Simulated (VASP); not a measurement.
Wanted: the native input for a VASP 6.6.1 run.

| Quantity | Value |
| --- | --- |
| Task | single point |
| Functional | PBE |
| Dispersion | D3(BJ) |
| Potentials or basis | VASP PAW PBE potentials, release 64 (Se) |
| Cutoff | 520 eV |
| k mesh | 9 × 9 × 8 |
| Occupations | gaussian, width 0.05 eV |
| Spin | no spin polarisation |
| Dipole correction | no |
| Further INCAR settings | ALGO = Normal; EDIFF = 1e-06; NBANDS = 16 |

The structure of Se lies in POSCAR:

```
Se
1.0
    4.2135749463      0.0000000000      0.0000000000
   -2.1067874732      3.6490629443      0.0000000000
    0.0000000000      0.0000000000      4.7798794191
Se
3
Direct
    0.2012552844      0.0000000000      0.3333333333
    0.0000000000      0.2012552844      0.6666666667
    0.7987447156      0.7987447156      0.0000000000
```

This cell differs from its parent crystal: c/a of the conventional cell at fixed volume 1.1344.

One way to write it, as run:

INCAR

```
PREC = Accurate
ENCUT = 520
EDIFF = 1E-6
ISMEAR = 0
SIGMA = 0.05
LREAL = False
LASPH = True
NELM = 80
ALGO = Normal
ISIF = 2
LWAVE = False
LCHARG = False
GGA = PE
IVDW = 12
NBANDS = 16
```

KPOINTS

```
regular mesh
0
Gamma
  9 9 8
```

Potentials or basis: VASP PAW PBE potentials, release 64 (Se).

The run is started by

```bash
$ cat potpaw_PBE.64/Se/POTCAR > POTCAR
$ mpirun -np 1 vasp_std > vasp.out
```

It gave:

| Property | Result |
| --- | --- |
| Pressure | 19.4 GPa |
| Largest force | 4.808 eV/Å |
| Band gap on the k mesh | 0.80 eV, indirect (least direct gap 1.12 eV) |
| Dispersion energy per atom | -0.353 eV |

Caveat: forces of over 1 eV/Å act on the atoms, so gaps and moduli don't describe the material at rest.

It took 2.3 min on 1 thread of AMD EPYC 7R13, on a shared host, peak memory 0.21 GiB.
